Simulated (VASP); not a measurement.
# Be (P6/mmm) in VASP: single point with LDA

Aim: the single point of Be with LDA.

All numbers are computed with VASP 6.6.1; they aren't measurements. Logs are shortened: lines on timing, memory, paths and dates and some standing lists are left out, and cuts for length are marked.

## Step 1: The cell of the first run

The structure is hexagonal, space group P6/mmm (No. 191). Conventional cell: a = 3.278 Å, b = 3.278 Å, c = 3.143 Å, α = 90.00°, β = 90.00°, γ = 120.00°. Be (site symmetry 6/mmm) has 8 Be at 3.14 to 3.28 Å within 4.1 Å.

## Step 2: Single point, LDA

File INCAR:

```
SYSTEM = Be
ALGO = Normal ; EDIFF = 1E-6
ENCUT = 520 ; ISIF = 2
ISMEAR = -1 ; LASPH = .TRUE.
LCHARG = .FALSE. ; LREAL = .FALSE.
LWAVE = .FALSE. ; NBANDS = 7
NELM = 100 ; PREC = Accurate
SIGMA = 0.1
```

File KPOINTS:

```
k-points
0
G
  8 8 7
  0 0 0
```

File POSCAR:

```
Be
1.0
    3.2782370000      0.0000000000      0.0000000000
   -1.6391180000      2.8390360000      0.0000000000
    0.0000000000      0.0000000000      3.1429130000
Be
1
Direct
    0.6666666667      0.3333333333      0.5000000000
```

Potentials or basis: VASP PAW LDA potentials, release 64 (Be).

Started as:

```console
$ cat potpaw_LDA.64/Be/POTCAR > POTCAR
$ mpirun -np 1 vasp_std > vasp.out
```

OUTCAR:

```text
SYSTEM = Be
   EDIFF = 1E-6
   ENCUT = 520
   ISIF = 2
   ISMEAR = -1
   LASPH = .TRUE.
   LREAL = .FALSE.
   NELM = 100
   PREC = Accurate

 ion  position               nearest neighbor table
   1  0.667  0.333  0.500-

  LATTYP: Found a hexagonal cell.
 ALAT       =     3.2782370000
 C/A-ratio  =     0.9587204952

  Lattice vectors:

 A1 = (   3.2782370000,   0.0000000000,   0.0000000000)
 A2 = (  -1.6391180000,   2.8390360000,   0.0000000000)
 A3 = (   0.0000000000,   0.0000000000,   3.1429130000)

Analysis of symmetry for initial positions (statically):
=====================================================================
 Subroutine PRICEL returns:
 Original cell was already a primitive cell.

 Routine SETGRP: Setting up the symmetry group for a
 hexagonal supercell.

 Subroutine GETGRP returns: Found 24 space group operations
 (whereof 12 operations were pure point group operations)
 out of a pool of 24 trial point group operations.

The static configuration has the point symmetry D_3h.
 The point group associated with its full space group is D_6h.

Analysis of symmetry for dynamics (positions and initial velocities):
=====================================================================
 Subroutine PRICEL returns:
 Original cell was already a primitive cell.

 Routine SETGRP: Setting up the symmetry group for a
 hexagonal supercell.

 Subroutine GETGRP returns: Found 24 space group operations
 (whereof 12 operations were pure point group operations)
 out of a pool of 24 trial point group operations.

The dynamic configuration has the point symmetry D_3h.
 The point group associated with its full space group is D_6h.

 Subroutine INISYM returns: Found 24 space group operations
 (whereof 12 operations are pure point group operations),
 and found     1 'primitive' translations

----------------------------------------------------------------------------------------

                                     Primitive cell

  volume of cell :      29.2512

  direct lattice vectors                    reciprocal lattice vectors
     3.278237000  0.000000000  0.000000000     0.305042009  0.176116065  0.000000000
    -1.639118000  2.839036000  0.000000000     0.000000000  0.352232237  0.000000000
     0.000000000  0.000000000  3.142913000     0.000000000  0.000000000  0.318176163

  length of vectors
     3.278237000  3.278236298  3.142913000     0.352232161  0.352232237  0.318176163

  position of ions in fractional coordinates (direct lattice)
     0.666666667  0.333333333  0.500000000

  ion indices of the primitive-cell ions
   primitive index   ion index
                 1           1

----------------------------------------------------------------------------------------

 KPOINTS: k-points

Automatic generation of k-mesh.
 Grid dimensions read from file:
 generate k-points for:    8    8    7

 Generating k-lattice:

  Cartesian coordinates                     Fractional coordinates (reciprocal lattice)
     0.038130251  0.022014508  0.000000000     0.125000000  0.000000000  0.000000000
     0.000000000  0.044029030  0.000000000     0.000000000  0.125000000  0.000000000
     0.000000000  0.000000000  0.045453738     0.000000000  0.000000000  0.142857143

  Length of vectors
     0.044029020  0.044029030  0.045453738

  Shift w.r.t. Gamma in fractional coordinates (k-lattice)
     0.000000000  0.000000000  0.000000000

 Subroutine IBZKPT returns following result:
 ===========================================

 Found     40 irreducible k-points:

 Following reciprocal coordinates:
            Coordinates               Weight
  0.000000  0.000000  0.000000      1.000000
  0.125000  0.000000  0.000000      6.000000
  0.250000  0.000000  0.000000      6.000000
  0.375000  0.000000  0.000000      6.000000
  0.500000  0.000000  0.000000      3.000000
  0.125000  0.125000  0.000000      6.000000
[... 16 lines left out ...]
  0.250000  0.000000  0.285714     12.000000
  0.375000  0.000000  0.285714     12.000000
 [... further k-points ...]
   k-points           NKPTS =     40   k-points in BZ     NKDIM =     40   number of bands    NBANDS=      7
   number of dos      NEDOS =    301   number of ions     NIONS =      1
   total plane-waves  NPLWV =  13824
   dimension x,y,z NGX =    24 NGY =   24 NGZ =   24
   dimension x,y,z NGXF=    48 NGYF=   48 NGZF=   48
   ions per type =               1
   NGX,Y,Z   is equivalent  to a cutoff of  12.17, 12.17, 12.69 a.u.
   NGXF,Y,Z  is equivalent  to a cutoff of  24.34, 24.34, 25.39 a.u.
 SYSTEM =  Be
   PREC   = accura    normal or accurate (medium, high low for compatibility)
   ISTART =      0    job   : 0-new  1-cont  2-samecut
   ICHARG =      2    charge: 1-file 2-atom 10-const
   ISPIN  =      1    spin polarized calculation?
   LNONCOLLINEAR =      F non collinear calculations
   LSORBIT =      F    spin-orbit coupling
   LASPH  =      T    aspherical Exc in radial PAW
   ENCUT  =  520.0 eV  38.22 Ry    6.18 a.u.   6.10  6.10  5.84*2*pi/ulx,y,z
   NELM   =    100;   NELMIN=  2; NELMDL= -5     # of ELM steps
   EDIFF  = 0.1E-05   stopping-criterion for ELM
   LREAL  =      F    real-space projection
   EDIFFG = 0.1E-04   stopping-criterion for IOM
   NSW    =      0    number of steps for IOM
   IBRION =     -1    ionic relax: 0-MD 1-quasi-New 2-CG
   NFREE  =      0    steps in history (QN), initial steepest desc. (CG)
   ISIF   =      2    stress and relaxation
   ISYM   =      2    0-nonsym 1-usesym 2-fastsym
   POTIM  = 0.5000    time-step for ionic-motion
   TEBEG  =    0.0;   TEEND  =   0.0 temperature during run
   PSTRESS=    0.0 pullay stress
   NELECT =       2.0000    total number of electrons
   NUPDOWN=      -1.0000    fix difference up-down
   EMIN   =  10.00;   EMAX   =-10.00  energy-range for DOS
   EFERMI =   0.00;   METHOD = LEGACY
   ISMEAR =    -1;   SIGMA  =   0.10  broadening in eV -4-tet -1-fermi 0-gaus
   EFERMI_NEDOS =   21; number of points for ismear=-14 and -15
   IALGO  =     38    algorithm
   IMIX   =      4    mixing-type and parameters
     AMIX     =   0.40;   BMIX     =  1.00
     AMIX_MAG =   1.60;   BMIX_MAG =  1.00
  volume/ion in A,a.u.               =      29.25       197.40
  Fermi-wavevector in a.u.,A,eV,Ry     =   0.669428  1.265035  6.097224  0.448133
  Thomas-Fermi vector in A             =   1.744640
   LORBIT       =      0    0 simple, 1 ext, 2 COOP (PROOUT), +10 PAW based schemes
   GGA     = CA    functional components
   LHFCALC =     F    Hartree Fock is set to
   AEXX    =    0.0000 exact exchange contribution
   IVDW    =     0    specifies the selected vdW correction
   LEPSILON=     F    determine dielectric tensor
   LRPA    =     F    only Hartree local field effects (RPA)
 non-spin polarized calculation
  energy-cutoff  :      520.00
  volume of cell :       29.25
 maximum number of plane-waves:       806
   NGX = 13   NGY = 13   NGZ = 11

 number of electron       2.0000000 magnetization

 Free energy of the ion-electron system (eV)
  ---------------------------------------------------
  ext. energy  EPLUGINS =         0.00000000
  ---------------------------------------------------
  free energy    TOTEN  =        -1.38880723 eV

  energy without entropy =       -1.35923726  energy(sigma->0) =       -1.37402224

 E-fermi :  -0.5461     XC(G=0):  -6.9432

 val. band max:       -0.5785312523   @ k =   0.1250   0.1250   0.4286
 cond. band min:      -0.5247375352   @ k =   0.3750   0.2500   0.1429
 fundamental gap:      0.0537937171
 Fermi energy:        -0.5460815442

 k-point     1 :       0.0000    0.0000    0.0000
  band No.  band energies     occupation
      1      -5.6696      2.00000
      2       5.1615      0.00000
      3       6.1213      0.00000
      4       6.1213      0.00000
      5      10.1304      0.00000
      6      13.3372      0.00000
      7      13.6339      0.00000

 k-point     2 :       0.1250    0.0000    0.0000
  band No.  band energies     occupation
      1      -5.4182      2.00000
      2       5.0506      0.00000
      3       5.3367      0.00000
      4       5.7492      0.00000
      5      10.5035      0.00000
      6      11.7555      0.00000
      7      13.7780      0.00000

 k-point     3 :       0.2500    0.0000    0.0000
  band No.  band energies     occupation
      1      -4.6665      2.00000
      2       2.8113      0.00000
      3       5.0355      0.00000
      4       5.8098      0.00000
      5      10.0159      0.00000
      6      11.5479      0.00000
      7      14.6854      0.00000

 k-point     4 :       0.3750    0.0000    0.0000
  band No.  band energies     occupation
      1      -3.4246      2.00000
      2       0.4241      0.00012
      3       4.4742      0.00000
      4       6.3842      0.00000
      5       9.2617      0.00000
      6      12.4908      0.00000
      7      14.9401      0.00000

 k-point     5 :       0.5000    0.0000    0.0000
  band No.  band energies     occupation
      1      -1.8413      2.00000
      2      -1.5718      1.99993
      3       4.2706      0.00000
      4       6.6674      0.00000
      5       9.0182      0.00000
      6      13.2363      0.00000
      7      14.4528      0.00000
[... 161 lines left out ...]
 k-point    22 :       0.1250    0.0000    0.2857
  band No.  band energies     occupation
      1      -4.3708      2.00000
      2       1.1455      0.00000
      3       5.7960      0.00000
      4       6.2998      0.00000
      5      12.1797      0.00000
      6      12.8161      0.00000
      7      15.4306      0.00000

 k-point    23 :       0.2500    0.0000    0.2857
  band No.  band energies     occupation
      1      -3.6347      2.00000
      2       1.6655      0.00000
      3       3.9310      0.00000
      4       5.6421      0.00000
      5      10.3555      0.00000
      6      11.2958      0.00000
      7      15.8622      0.00000

 k-point    24 :       0.3750    0.0000    0.2857
  band No.  band energies     occupation
      1      -2.4261      2.00000
      2       1.1158      0.00000
      3       3.1709      0.00000
      4       5.1136      0.00000
      5       8.3774      0.00000
      6      10.5043      0.00000
      7      15.3070      0.00000

 [... further k-points ...]
[... 5 lines left out ...]
  --------------------------------------------------------------------------------------
  -------------------------------------------------------------------------------------
  Total       -2.3785801     -2.3785792     -1.8938630     -0.0000004      0.0000000      0.0000000
  in kB     -130.2821016   -130.2820537   -103.7326632     -0.0000229      0.0000000      0.0000000
  external PRESSURE =    -121.4322728 kB  Pullay stress =       0.0000000 kB

 VOLUME and BASIS-vectors are now :
 -----------------------------------------------------------------------------
  energy-cutoff  :      520.00
  volume of cell :       29.25
      direct lattice vectors                 reciprocal lattice vectors
     3.278237000  0.000000000  0.000000000     0.305042009  0.176116065  0.000000000
    -1.639118000  2.839036000  0.000000000     0.000000000  0.352232237  0.000000000
     0.000000000  0.000000000  3.142913000     0.000000000  0.000000000  0.318176163

 POSITION                                       TOTAL-FORCE (eV/Angst)
 -----------------------------------------------------------------------------------
      1.63912      0.94635      1.57146        -0.000000      0.000000      0.000000
 -----------------------------------------------------------------------------------
    total drift:                               -0.000000      0.000000     -0.000000

  FREE ENERGIE OF THE ION-ELECTRON SYSTEM (eV)
  ---------------------------------------------------
  free  energy   TOTEN  =        -1.3888072303 eV

  energy  without entropy=       -1.3592372579  energy(sigma->0) =       -1.37402224
```

Wall time 5.7 s (1 thread of Intel Xeon Platinum 8259CL at 2.50GHz (Skylake/Cascade Lake), shared host); peak memory 0.12 GiB.

Results:

```yaml
Free_energy: -1.3888 eV
Pressure: -12.1 GPa
Band_gap_on_the_k_mesh: zero (band 1 reaches 0.70 eV, above the bottom of band 2 at -1.57 eV)
```
